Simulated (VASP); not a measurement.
A run of VASP 6.6.1 is set up as follows.

File INCAR:

```
SYSTEM = Ni
ALGO = Normal
EDIFF = 1E-6
ENCUT = 520
GGA = PE
ISIF = 2
ISMEAR = -1
LASPH = .TRUE.
LCHARG = .FALSE.
LREAL = .FALSE.
LWAVE = .FALSE.
NBANDS = 11
NELM = 80
PREC = Accurate
SIGMA = 0.05
```

Contents of KPOINTS:

```
k-points
0
G
  18 18 18
  0 0 0
```

Contents of POSCAR:

```
Ni
1.0
    0.0000000000      1.7679500000      1.7679500000
    1.7679500000      0.0000000000      1.7679500000
    1.7679500000      1.7679500000      0.0000000000
Ni
1
Direct
    0.0000000000      0.0000000000      0.0000000000
```

Potentials or basis: VASP PAW PBE potentials, release 64 (Ni).

Launch:

```console
$ cat potpaw_PBE.64/Ni/POTCAR > POTCAR
$ mpirun -np 1 vasp_std > vasp.out
```

Problem. What does it give for the band gap on the k mesh?

Solution. Zero (band 5 reaches 9.13 eV, above the bottom of band 6 at 8.20 eV).

Problem. Estimate the pressure.

Solution. -3.9 GPa.

Caveat: the run has no spin polarisation, though such a crystal can be magnetic. Spin polarisation is off, so any magnetic state and its effect on volume and gap are missing.
